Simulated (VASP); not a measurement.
# CsTaS2 (P-6m2) in VASP: notebook, part 2 of 3

VASP 6.6.1.

### 3 Relaxation of cell and atoms, PBE

File INCAR:

```
SYSTEM = CsTaS2
  ALGO = Normal
  EDIFF = 1E-6
  EDIFFG = -0.01
  ENCUT = 600
  GGA = PE
  IBRION = 2
  ISIF = 3
  ISMEAR = 0
  LASPH = .TRUE.
  LCHARG = .FALSE.
  LREAL = .FALSE.
  LWAVE = .FALSE.
  NELM = 100
  NSW = 100
  PREC = Accurate
  SIGMA = 0.01
```

File KPOINTS:

```
k-points
0
G
  12 12 4
  0 0 0
```

File POSCAR:

```
CsTaS2
1.0
    3.5405862100      0.0000000000      0.0000000000
   -1.7702931050      3.0662376021      0.0000000000
    0.0000000000      0.0000000000      8.2746033758
Cs Ta S
1 1 2
Direct
    0.3333333333      0.6666666667      0.5000000000
    0.0000000000      0.0000000000      0.0000000000
    0.6666666667      0.3333333333      0.8184297352
    0.6666666667      0.3333333333      0.1815702648
```

Potentials or basis: VASP PAW PBE potentials, release 64 (Cs_sv, Ta_pv, S).

Started as:

```sh
$ cat potpaw_PBE.64/Cs_sv/POTCAR potpaw_PBE.64/Ta_pv/POTCAR potpaw_PBE.64/S/POTCAR > POTCAR
$ mpirun -np 1 vasp_std > vasp.out
```

OUTCAR:

```text
SYSTEM = CsTaS2
   EDIFF = 1E-6
   EDIFFG = -0.01
   ENCUT = 600
   GGA = PE
   IBRION = 2
   ISIF = 3
   ISMEAR = 0
   LASPH = .TRUE.
   LREAL = .FALSE.
   NELM = 100
   NSW = 100
   PREC = Accurate

 ion  position               nearest neighbor table
   1  0.333  0.667  0.500-
   2  0.000  0.000  0.000-   3 2.54   4 2.54   3 2.54   4 2.54   3 2.54   4 2.54
   3  0.667  0.333  0.818-   2 2.54   2 2.54   2 2.54
   4  0.667  0.333  0.182-   2 2.54   2 2.54   2 2.54

  LATTYP: Found a hexagonal cell.
 ALAT       =     3.5405862100
 C/A-ratio  =     2.3370715709

  Lattice vectors:

 A1 = (   3.5405862100,   0.0000000000,   0.0000000000)
 A2 = (  -1.7702931050,   3.0662376021,   0.0000000000)
 A3 = (   0.0000000000,   0.0000000000,   8.2746033758)

Analysis of symmetry for initial positions (statically):
=====================================================================
 Subroutine PRICEL returns:
 Original cell was already a primitive cell.

 Routine SETGRP: Setting up the symmetry group for a
 hexagonal supercell.

 Subroutine GETGRP returns: Found 12 space group operations
 (whereof 12 operations were pure point group operations)
 out of a pool of 24 trial point group operations.

The static configuration has the point symmetry D_3h.

Analysis of symmetry for dynamics (positions and initial velocities):
=====================================================================
 Subroutine PRICEL returns:
 Original cell was already a primitive cell.

 Routine SETGRP: Setting up the symmetry group for a
 hexagonal supercell.

 Subroutine GETGRP returns: Found 12 space group operations
 (whereof 12 operations were pure point group operations)
 out of a pool of 24 trial point group operations.

The dynamic configuration has the point symmetry D_3h.

 Subroutine INISYM returns: Found 12 space group operations
 (whereof 12 operations are pure point group operations),
 and found     1 'primitive' translations

----------------------------------------------------------------------------------------

                                     Primitive cell

  volume of cell :      89.8314

  direct lattice vectors                    reciprocal lattice vectors
     3.540586210  0.000000000  0.000000000     0.282439105  0.163066293  0.000000000
    -1.770293105  3.066237602  0.000000000     0.000000000  0.326132587  0.000000000
     0.000000000  0.000000000  8.274603376     0.000000000  0.000000000  0.120851714

  length of vectors
     3.540586210  3.540586210  8.274603376     0.326132586  0.326132587  0.120851714

  position of ions in fractional coordinates (direct lattice)
     0.333333333  0.666666667  0.500000000
     0.000000000  0.000000000  0.000000000
     0.666666667  0.333333333  0.818429735
     0.666666667  0.333333333  0.181570265

  ion indices of the primitive-cell ions
   primitive index   ion index
                 1           1
                 2           2
                 3           3
                 4           4

----------------------------------------------------------------------------------------

 KPOINTS: k-points
[... 30 lines left out ...]
  0.416667  0.000000  0.000000      6.000000
[... 16 lines left out ...]
  0.250000 -0.000000  0.250000     12.000000
  0.333333  0.000000  0.250000     12.000000
 [... further k-points ...]
   k-points           NKPTS =     57   k-points in BZ     NKDIM =     57   number of bands    NBANDS=     20
   number of dos      NEDOS =    301   number of ions     NIONS =      4
   total plane-waves  NPLWV =  54880
   dimension x,y,z NGX =    28 NGY =   28 NGZ =   70
   dimension x,y,z NGXF=    56 NGYF=   56 NGZF=  140
   ions per type =               1   1   2
   NGX,Y,Z   is equivalent  to a cutoff of  13.15, 13.15, 14.06 a.u.
   NGXF,Y,Z  is equivalent  to a cutoff of  26.29, 26.29, 28.13 a.u.
 SYSTEM =  CsTaS2
   PREC   = accura    normal or accurate (medium, high low for compatibility)
   ISTART =      0    job   : 0-new  1-cont  2-samecut
   ICHARG =      2    charge: 1-file 2-atom 10-const
   ISPIN  =      1    spin polarized calculation?
   LNONCOLLINEAR =      F non collinear calculations
   LSORBIT =      F    spin-orbit coupling
   LASPH  =      T    aspherical Exc in radial PAW
   ENCUT  =  600.0 eV  44.10 Ry    6.64 a.u.   7.07  7.07 16.53*2*pi/ulx,y,z
   NELM   =    100;   NELMIN=  2; NELMDL= -5     # of ELM steps
   EDIFF  = 0.1E-05   stopping-criterion for ELM
   LREAL  =      F    real-space projection
   EDIFFG = -.1E-01   stopping-criterion for IOM
   NSW    =    100    number of steps for IOM
   IBRION =      2    ionic relax: 0-MD 1-quasi-New 2-CG
   NFREE  =      1    steps in history (QN), initial steepest desc. (CG)
   ISIF   =      3    stress and relaxation
   ISYM   =      2    0-nonsym 1-usesym 2-fastsym
   POTIM  = 0.5000    time-step for ionic-motion
   TEBEG  =    0.0;   TEEND  =   0.0 temperature during run
   PSTRESS=    0.0 pullay stress
   NELECT =      32.0000    total number of electrons
   NUPDOWN=      -1.0000    fix difference up-down
   EMIN   =  10.00;   EMAX   =-10.00  energy-range for DOS
   EFERMI =   0.00;   METHOD = LEGACY
   ISMEAR =     0;   SIGMA  =   0.01  broadening in eV -4-tet -1-fermi 0-gaus
   EFERMI_NEDOS =   21; number of points for ismear=-14 and -15
   IALGO  =     38    algorithm
   IMIX   =      4    mixing-type and parameters
     AMIX     =   0.40;   BMIX     =  1.00
     AMIX_MAG =   1.60;   BMIX_MAG =  1.00
  volume/ion in A,a.u.               =      22.46       151.55
  Fermi-wavevector in a.u.,A,eV,Ry     =   1.160510  2.193045 18.324091  1.346783
  Thomas-Fermi vector in A             =   2.297091
   LORBIT       =      0    0 simple, 1 ext, 2 COOP (PROOUT), +10 PAW based schemes
   GGA     = PE    functional components
   LHFCALC =     F    Hartree Fock is set to
   AEXX    =    0.0000 exact exchange contribution
   IVDW    =     0    specifies the selected vdW correction
   LEPSILON=     F    determine dielectric tensor
   LRPA    =     F    only Hartree local field effects (RPA)
 conjugate gradient relaxation of ions
 non-spin polarized calculation
 Gauss-broadening in eV      SIGMA  =   0.01
  energy-cutoff  :      600.00
  volume of cell :       89.83
 maximum number of plane-waves:      3045
   NGX = 15   NGY = 15   NGZ = 33

--------------------------------------- Ionic step        1  -------------------------------------------

 number of electron      31.9999999 magnetization

 Free energy of the ion-electron system (eV)
  ---------------------------------------------------
  ext. energy  EPLUGINS =         0.00000000
  ---------------------------------------------------
  free energy    TOTEN  =       -24.90358010 eV

  energy without entropy =      -24.90358010  energy(sigma->0) =      -24.90358010

------------------------ aborting loop because EDIFF is reached ----------------------------------------

  FORCE on cell =-STRESS in cart. coord.  units (eV):
  Direction    XX          YY          ZZ          XY          YZ          ZX
  --------------------------------------------------------------------------------------
  -------------------------------------------------------------------------------------
  Total        0.1863586      0.1863586      0.1156793      0.0000000      0.0000000     -0.0000000
  in kB        3.3237772      3.3237772      2.0631840      0.0000000      0.0000000     -0.0000000
  external PRESSURE =       2.9035794 kB  Pullay stress =       0.0000000 kB
[... 101 lines left out ...]
--------------------------------------- Ionic step        4  -------------------------------------------

 number of electron      32.0000000 magnetization

 Free energy of the ion-electron system (eV)
  ---------------------------------------------------
  ext. energy  EPLUGINS =         0.00000000
  ---------------------------------------------------
  free energy    TOTEN  =       -24.90391077 eV

  energy without entropy =      -24.90391077  energy(sigma->0) =      -24.90391077

 E-fermi :   6.5703     XC(G=0): -10.3175

 val. band max:        6.5246270626   @ k =   0.0000   0.0000   0.5000
 cond. band min:       6.6324947986   @ k =   0.5000  -0.0000   0.5000
 fundamental gap:      0.1078677360
 Fermi energy:         6.5702520761

 k-point     1 :       0.0000    0.0000    0.0000
  band No.  band energies     occupation
      1     -29.1727      2.00000
      2     -29.1230      2.00000
      3     -29.1230      2.00000
      4     -18.0568      2.00000
      5      -8.7786      2.00000
      6      -7.7757      2.00000
[... 541 lines left out ...]
     19       8.1249      0.00000
     20       8.4058      0.00000

 [... further k-points ...]

------------------------ aborting loop because EDIFF is reached ----------------------------------------

  FORCE on cell =-STRESS in cart. coord.  units (eV):
  Direction    XX          YY          ZZ          XY          YZ          ZX
  --------------------------------------------------------------------------------------
  -------------------------------------------------------------------------------------
  Total        0.0013740      0.0013740      0.0092727      0.0000000      0.0000000     -0.0000000
  in kB        0.0244169      0.0244169      0.1647783      0.0000000      0.0000000     -0.0000000
  external PRESSURE =       0.0712041 kB  Pullay stress =       0.0000000 kB
[... 19 lines left out ...]
  FREE ENERGIE OF THE ION-ELECTRON SYSTEM (eV)
  ---------------------------------------------------
  free  energy   TOTEN  =       -24.9039107695 eV

  energy  without entropy=      -24.9039107695  energy(sigma->0) =      -24.90391077

 reached required accuracy - stopping structural energy minimisation
```

Wall time 3 min (1 thread of Intel Xeon Platinum 8488C (Sapphire Rapids), shared host); peak memory 0.33 GiB.

Results:

```
Free energy                            : -24.9039 eV
Relaxed volume                         : 22.54 Å³/atom
Relaxed cell                           : a = 3.546 Å, b = 3.546 Å, c = 8.278 Å, α = 90.00°, β = 90.00°, γ = 120.00°
Space group after relaxing (to 0.05 Å) : P-6m2 (No. 187)
Energy gained by relaxing              : 0.1 meV/atom
Ionic steps                            : 4
Pressure after relaxing                : 0.0 GPa
Largest force after relaxing           : 0.007 eV/Å
Band gap on the k mesh                 : 0.11 eV, indirect (least direct gap 0.60 eV)
```

Forces on the atoms (eV/Å):
```
Cs   0.000  0.000  0.000
Ta   0.000  0.000  0.000
S    0.000  0.000  0.007
S    0.000  0.000 -0.007
```

Step by step:
```
step  energy change (eV)  largest force (eV/Å)  pressure (GPa)  volume (Å³)
   1              0.0000                0.0011            0.29        89.83
   2             -0.0001                0.0485           -0.23        90.36
   3             -0.0003                0.0267           -0.01        90.13
   4             -0.0003                0.0068            0.01        90.16
```

Final structure:
```xyz
4
Lattice="3.5463 0.0000 0.0000 -1.7731 3.0712 0.0000 0.0000 0.0000 8.2782" Properties=species:S:1:pos:R:3 pbc="T T T"
Cs    0.0000    2.0475    4.1391
Ta    0.0000    0.0000    0.0000
S     1.7731    1.0237    6.7763
S     1.7731    1.0237    1.5019
```

Levels at points of the mesh, in eV from the valence-band top:
| k point | band 14 | band 15 | band 16 | band 17 | band 18 | band 19 |
| --- | --- | --- | --- | --- | --- | --- |
| (0.00, 0.00, 0.00) | -3.23 | -2.47 | -0.52 | 0.80 | 1.30 | 1.30 |
| (0.50, 0.00, 0.00) | -3.41 | -3.41 | -1.76 | 0.23 | 1.19 | 1.77 |
| (0.00, 0.00, 0.50) | -3.23 | -3.23 | 0.00 | 0.60 | 1.35 | 1.35 |
| (0.50, 0.00, 0.50) | -3.51 | -3.43 | -1.49 | 0.11 | 1.66 | 1.71 |

Caveat: spin-orbit coupling is left out, which moves the levels of the heavy elements. A k mesh can miss the band edges.

(Part 2 of 3 ends here.)
